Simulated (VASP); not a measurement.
# Sn3GeP (Pm-3m) in VASP: notebook

Runs on Sn3GeP. Level: PBE. Tasks: single point, relaxation of cell and atoms.

Program: VASP 6.6.1. These are calculated values, not measurements. Logs are shortened: lines on timing, memory, paths and dates and some standing lists are left out, and cuts for length are marked.

**1. The cell of the first run**

It takes space group Pm-3m (No. 221, cubic). The conventional cell has a = 5.337 Å, b = 5.337 Å, c = 5.337 Å, α = 90.00°, β = 90.00°, γ = 90.00°. Within 3.5 Å of Sn (site symmetry 4/mmm) lie 2 Ge at 2.67 Å. Within 3.5 Å of Ge (site symmetry m-3m) lie 6 Sn at 2.67 Å. Within 5.0 Å of P (site symmetry m-3m) lie 12 Sn at 3.77 Å and 8 Ge at 4.62 Å.

The cell was generated, and may not be a known phase.

**2. Single point, PBE**

INCAR

```
ALGO = Normal
EDIFF = 1E-7
ENCUT = 520
GGA = PE
ISIF = 2
ISMEAR = 0
LASPH = T
LCHARG = F
LREAL = F
LWAVE = F
NBANDS = 38
NELM = 60
PREC = Accurate
SIGMA = 0.2
```

KPOINTS

```
k-points
0
Gamma
  3 3 3
```

POSCAR

```
Sn3GeP
1.0
    5.3369258498      0.0000000000      0.0000000000
    0.0000000000      5.3369258498      0.0000000000
    0.0000000000      0.0000000000      5.3369258498
Sn Ge P
3 1 1
Direct
    0.0000000000      0.5000000000      0.5000000000
    0.5000000000      0.0000000000      0.5000000000
    0.5000000000      0.5000000000      0.0000000000
    0.5000000000      0.5000000000      0.5000000000
    0.0000000000      0.0000000000      0.0000000000
```

Potentials or basis: VASP PAW PBE potentials, release 64 (Sn_d, Ge_d, P).

Started as:

```sh
cat potpaw_PBE.64/Sn_d/POTCAR potpaw_PBE.64/Ge_d/POTCAR potpaw_PBE.64/P/POTCAR > POTCAR
mpirun -np 1 vasp_std > vasp.out
```

OUTCAR:

```text
EDIFF = 1E-7
   ENCUT = 520
   GGA = PE
   ISIF = 2
   ISMEAR = 0
   LASPH = T
   LREAL = F
   NELM = 60
   PREC = Accurate

 ion  position               nearest neighbor table
   1  0.000  0.500  0.500-   4 2.67   4 2.67
   2  0.500  0.000  0.500-   4 2.67   4 2.67
   3  0.500  0.500  0.000-   4 2.67   4 2.67
   4  0.500  0.500  0.500-   1 2.67   2 2.67   3 2.67   3 2.67   2 2.67   1 2.67
   5  0.000  0.000  0.000-

  LATTYP: Found a simple cubic cell.
 ALAT       =     5.3369258498

  Lattice vectors:

 A1 = (   5.3369258498,   0.0000000000,   0.0000000000)
 A2 = (   0.0000000000,   5.3369258498,   0.0000000000)
 A3 = (   0.0000000000,   0.0000000000,   5.3369258498)

Analysis of symmetry for initial positions (statically):
=====================================================================
 Subroutine PRICEL returns:
 Original cell was already a primitive cell.

 Routine SETGRP: Setting up the symmetry group for a
 simple cubic supercell.

 Subroutine GETGRP returns: Found 48 space group operations
 (whereof 48 operations were pure point group operations)
 out of a pool of 48 trial point group operations.

The static configuration has the point symmetry O_h .

Analysis of symmetry for dynamics (positions and initial velocities):
=====================================================================
 Subroutine PRICEL returns:
 Original cell was already a primitive cell.

 Routine SETGRP: Setting up the symmetry group for a
 simple cubic supercell.

 Subroutine GETGRP returns: Found 48 space group operations
 (whereof 48 operations were pure point group operations)
 out of a pool of 48 trial point group operations.

The dynamic configuration has the point symmetry O_h .

 Subroutine INISYM returns: Found 48 space group operations
 (whereof 48 operations are pure point group operations),
 and found     1 'primitive' translations

----------------------------------------------------------------------------------------

                                     Primitive cell

  volume of cell :     152.0105

  direct lattice vectors                    reciprocal lattice vectors
     5.336925850  0.000000000  0.000000000     0.187373786  0.000000000  0.000000000
     0.000000000  5.336925850  0.000000000     0.000000000  0.187373786  0.000000000
     0.000000000  0.000000000  5.336925850     0.000000000  0.000000000  0.187373786

  length of vectors
     5.336925850  5.336925850  5.336925850     0.187373786  0.187373786  0.187373786

  position of ions in fractional coordinates (direct lattice)
     0.000000000  0.500000000  0.500000000
     0.500000000  0.000000000  0.500000000
     0.500000000  0.500000000  0.000000000
     0.500000000  0.500000000  0.500000000
     0.000000000  0.000000000  0.000000000

  ion indices of the primitive-cell ions
   primitive index   ion index
                 1           1
                 2           2
                 3           3
                 4           4
                 5           5

----------------------------------------------------------------------------------------

 KPOINTS: k-points

Automatic generation of k-mesh.
 Grid dimensions read from file:
 generate k-points for:    3    3    3

 Generating k-lattice:

  Cartesian coordinates                     Fractional coordinates (reciprocal lattice)
     0.062457929  0.000000000  0.000000000     0.333333333  0.000000000  0.000000000
     0.000000000  0.062457929  0.000000000     0.000000000  0.333333333  0.000000000
     0.000000000  0.000000000  0.062457929     0.000000000  0.000000000  0.333333333

  Length of vectors
     0.062457929  0.062457929  0.062457929

  Shift w.r.t. Gamma in fractional coordinates (k-lattice)
     0.000000000  0.000000000  0.000000000

 Subroutine IBZKPT returns following result:
 ===========================================

 Found      4 irreducible k-points:

 Following reciprocal coordinates:
            Coordinates               Weight
  0.000000  0.000000  0.000000      1.000000
  0.333333  0.000000  0.000000      6.000000
  0.333333  0.333333  0.000000     12.000000
  0.333333  0.333333  0.333333      8.000000
   k-points           NKPTS =      4   k-points in BZ     NKDIM =      4   number of bands    NBANDS=     38
   number of dos      NEDOS =    301   number of ions     NIONS =      5
   total plane-waves  NPLWV =  64000
   dimension x,y,z NGX =    40 NGY =   40 NGZ =   40
   dimension x,y,z NGXF=    80 NGYF=   80 NGZF=   80
   ions per type =               3   1   1
   NGX,Y,Z   is equivalent  to a cutoff of  12.46, 12.46, 12.46 a.u.
   NGXF,Y,Z  is equivalent  to a cutoff of  24.92, 24.92, 24.92 a.u.
 SYSTEM =  unknown system
   PREC   = accura    normal or accurate (medium, high low for compatibility)
   ISTART =      0    job   : 0-new  1-cont  2-samecut
   ICHARG =      2    charge: 1-file 2-atom 10-const
   ISPIN  =      1    spin polarized calculation?
   LNONCOLLINEAR =      F non collinear calculations
   LSORBIT =      F    spin-orbit coupling
   LASPH  =      T    aspherical Exc in radial PAW
   ENCUT  =  520.0 eV  38.22 Ry    6.18 a.u.   9.92  9.92  9.92*2*pi/ulx,y,z
   NELM   =     60;   NELMIN=  2; NELMDL= -5     # of ELM steps
   EDIFF  = 0.1E-06   stopping-criterion for ELM
   LREAL  =      F    real-space projection
   EDIFFG = 0.1E-05   stopping-criterion for IOM
   NSW    =      0    number of steps for IOM
   IBRION =     -1    ionic relax: 0-MD 1-quasi-New 2-CG
   NFREE  =      0    steps in history (QN), initial steepest desc. (CG)
   ISIF   =      2    stress and relaxation
   ISYM   =      2    0-nonsym 1-usesym 2-fastsym
   POTIM  = 0.5000    time-step for ionic-motion
   TEBEG  =    0.0;   TEEND  =   0.0 temperature during run
   PSTRESS=    0.0 pullay stress
   NELECT =      61.0000    total number of electrons
   NUPDOWN=      -1.0000    fix difference up-down
   EMIN   =  10.00;   EMAX   =-10.00  energy-range for DOS
   EFERMI =   0.00;   METHOD = LEGACY
   ISMEAR =     0;   SIGMA  =   0.20  broadening in eV -4-tet -1-fermi 0-gaus
   EFERMI_NEDOS =   21; number of points for ismear=-14 and -15
   IALGO  =     38    algorithm
   IMIX   =      4    mixing-type and parameters
     AMIX     =   0.40;   BMIX     =  1.00
     AMIX_MAG =   1.60;   BMIX_MAG =  1.00
  volume/ion in A,a.u.               =      30.40       205.16
  Fermi-wavevector in a.u.,A,eV,Ry     =   1.207518  2.281878 19.838651  1.458100
  Thomas-Fermi vector in A             =   2.343153
   LORBIT       =      0    0 simple, 1 ext, 2 COOP (PROOUT), +10 PAW based schemes
   GGA     = PE    functional components
   LHFCALC =     F    Hartree Fock is set to
   AEXX    =    0.0000 exact exchange contribution
   IVDW    =     0    specifies the selected vdW correction
   LEPSILON=     F    determine dielectric tensor
   LRPA    =     F    only Hartree local field effects (RPA)
 non-spin polarized calculation
 Gauss-broadening in eV      SIGMA  =   0.20
  energy-cutoff  :      520.00
  volume of cell :      152.01
 maximum number of plane-waves:      4108
 NGX is ok and might be reduce to    40
   NGX = 19   NGY = 19   NGZ = 19

 number of electron      61.0000029 magnetization

 Free energy of the ion-electron system (eV)
  ---------------------------------------------------
  ext. energy  EPLUGINS =         0.00000000
  ---------------------------------------------------
  free energy    TOTEN  =       -16.67559149 eV

  energy without entropy =      -16.50588818  energy(sigma->0) =      -16.59073983

 E-fermi :   4.8765     XC(G=0):  -9.2302

 val. band max:        4.7817507593   @ k =   0.3333   0.3333   0.0000
 cond. band min:       4.8765610197   @ k =   0.3333   0.3333   0.3333
 fundamental gap:      0.0948102604
 Fermi energy:         4.8765304858

 k-point     1 :       0.0000    0.0000    0.0000
  band No.  band energies     occupation
      1     -19.7385      2.00000
      2     -19.7385      2.00000
      3     -19.6850      2.00000
      4     -19.6850      2.00000
      5     -19.6850      2.00000
      6     -16.7671      2.00000
[... 30 lines left out ...]
     37       8.2563      0.00000
     38       9.5982      0.00000

 k-point     2 :       0.3333    0.0000    0.0000
  band No.  band energies     occupation
      1     -19.7385      2.00000
      2     -19.7256      2.00000
      3     -19.6850      2.00000
      4     -19.6834      2.00000
      5     -19.6834      2.00000
      6     -16.7666      2.00000
[... 30 lines left out ...]
     37       7.2278      0.00000
     38      10.0340      0.00000

 k-point     3 :       0.3333    0.3333    0.0000
  band No.  band energies     occupation
      1     -19.7321      2.00000
      2     -19.7190      2.00000
      3     -19.6833      2.00000
      4     -19.6833      2.00000
      5     -19.6817      2.00000
      6     -16.7620      2.00000
[... 30 lines left out ...]
     37       8.5412      0.00000
     38      10.4508      0.00000

 k-point     4 :       0.3333    0.3333    0.3333
  band No.  band energies     occupation
      1     -19.7190      2.00000
      2     -19.7190      2.00000
      3     -19.6817      2.00000
      4     -19.6817      2.00000
      5     -19.6817      2.00000
      6     -16.7603      2.00000
[... 30 lines left out ...]
     37       8.1851      0.00000
     38      10.3106      0.00000

------------------------ aborting loop because EDIFF is reached ----------------------------------------

  FORCE on cell =-STRESS in cart. coord.  units (eV):
  Direction    XX          YY          ZZ          XY          YZ          ZX
  --------------------------------------------------------------------------------------
  -------------------------------------------------------------------------------------
  Total        0.7003392      0.7003392      0.7003392     -0.0000000      0.0000000     -0.0000000
  in kB        7.3815149      7.3815149      7.3815149     -0.0000000      0.0000000     -0.0000000
  external PRESSURE =       7.3815149 kB  Pullay stress =       0.0000000 kB

 VOLUME and BASIS-vectors are now :
 -----------------------------------------------------------------------------
  energy-cutoff  :      520.00
  volume of cell :      152.01
      direct lattice vectors                 reciprocal lattice vectors
     5.336925850  0.000000000  0.000000000     0.187373786  0.000000000  0.000000000
     0.000000000  5.336925850  0.000000000     0.000000000  0.187373786  0.000000000
     0.000000000  0.000000000  5.336925850     0.000000000  0.000000000  0.187373786

 POSITION                                       TOTAL-FORCE (eV/Angst)
 -----------------------------------------------------------------------------------
      0.00000      2.66846      2.66846         0.000000      0.000000      0.000000
      2.66846      0.00000      2.66846         0.000000      0.000000      0.000000
      2.66846      2.66846      0.00000         0.000000      0.000000      0.000000
      2.66846      2.66846      2.66846         0.000000      0.000000      0.000000
      0.00000      0.00000      0.00000         0.000000      0.000000      0.000000
 -----------------------------------------------------------------------------------
    total drift:                               -0.000000      0.000000     -0.000000

  FREE ENERGIE OF THE ION-ELECTRON SYSTEM (eV)
  ---------------------------------------------------
  free  energy   TOTEN  =       -16.6755914853 eV

  energy  without entropy=      -16.5058881829  energy(sigma->0) =      -16.59073983
```

It took 40 s on 1 thread of Intel Xeon Platinum 8259CL at 2.50GHz (Skylake/Cascade Lake), shared host; peak memory 0.25 GiB.

Results:

```
Free energy            : -16.6756 eV
Pressure               : 0.7 GPa
Band gap on the k mesh : zero (an odd number of electrons rules out a gap without spin polarisation)
```

Caveat: the k points lie up to 0.39 Å⁻¹ apart, too coarse for converged energies and pressures of a metal; spin-orbit coupling is left out, which moves the levels of the heavy elements.

**3. Relaxation of cell and atoms, PBE**

This run uses another cell than the first one, of 26.42 Å³/atom.

INCAR

```
SYSTEM = Sn3GeP
ALGO = Normal ; EDIFF = 1E-6
EDIFFG = -0.08 ; ENCUT = 600
GGA = PE ; IBRION = 2
ISIF = 3 ; ISMEAR = 0
LASPH = .TRUE. ; LCHARG = .FALSE.
LREAL = .FALSE. ; LWAVE = .FALSE.
NELM = 80 ; NSW = 36
PREC = Accurate ; SIGMA = 0.2
```

KPOINTS

```
k-points
0
G
  3 3 3
  0 0 0
```

Changes to POSCAR since step 2:

```diff
@@ -2,5 +2,5 @@
 1.0
-    5.3369258498      0.0000000000      0.0000000000
-    0.0000000000      5.3369258498      0.0000000000
-    0.0000000000      0.0000000000      5.3369258498
+    5.0932265100      0.0000000000      0.0000000000
+    0.0000000000      5.0932265100      0.0000000000
+    0.0000000000      0.0000000000      5.0932265100
 Sn Ge P
```

Potentials or basis: VASP PAW PBE potentials, release 64 (Sn_d, Ge_d, P).

Started as:

```sh
cat potpaw_PBE.64/Sn_d/POTCAR potpaw_PBE.64/Ge_d/POTCAR potpaw_PBE.64/P/POTCAR > POTCAR
mpirun -np 1 vasp_std > vasp.out
```

It took 94 s on 1 thread of Intel Xeon Platinum 8259CL at 2.50GHz (Skylake/Cascade Lake), shared host; peak memory 0.27 GiB.

The run converged. Its results:

| Quantity | Value |
| --- | --- |
| Free energy | -16.6805 eV |
| Relaxed volume | 31.06 Å³/atom |
| Relaxed cell | a = 5.375 Å, b = 5.375 Å, c = 5.375 Å, α = 90.00°, β = 90.00°, γ = 90.00° |
| Space group after relaxing (to 0.1 Å) | Pm-3m (No. 221) |
| Energy gained by relaxing | 97.6 meV/atom |
| Ionic steps | 3 |
| Pressure after relaxing | 0.0 GPa |
| Band gap on the k mesh | zero (an odd number of electrons rules out a gap without spin polarisation) |

Step by step:
```
step  energy change (eV)  largest force (eV/Å)  pressure (GPa)  volume (Å³)
   1              0.0000                0.0000            7.80       132.12
   2             -0.4826                0.0000           -0.57       158.28
   3             -0.4879                0.0000            0.02       155.29
```

Final structure:
```yaml
crystal:
  lattice:
    - [5.37499, 0.00000, 0.00000]
    - [0.00000, 5.37499, 0.00000]
    - [0.00000, 0.00000, 5.37499]
  atoms:
    - { symbol: Sn, position: [0.00000, 0.50000, 0.50000] }
    - { symbol: Sn, position: [0.50000, 0.00000, 0.50000] }
    - { symbol: Sn, position: [0.50000, 0.50000, 0.00000] }
    - { symbol: Ge, position: [0.50000, 0.50000, 0.50000] }
    - { symbol: P, position: [0.00000, 0.00000, 0.00000] }
```

Levels at points of the mesh, in eV from the Fermi level:
```csv
k point,band 28,band 29,band 30,band 31,band 32,band 33
"(0.00, 0.00, 0.00)",-3.18,-0.69,-0.69,-0.69,1.67,1.67
```

Caveat: the k points lie up to 0.39 Å⁻¹ apart in the final cell, too coarse for converged energies and pressures of a metal; the volume moved by over 15 % at a fixed basis, so the end points are rough; spin-orbit coupling is left out, which moves the levels of the heavy elements.

The gap in the log of VASP goes by the Fermi energy; the results here count the filled bands.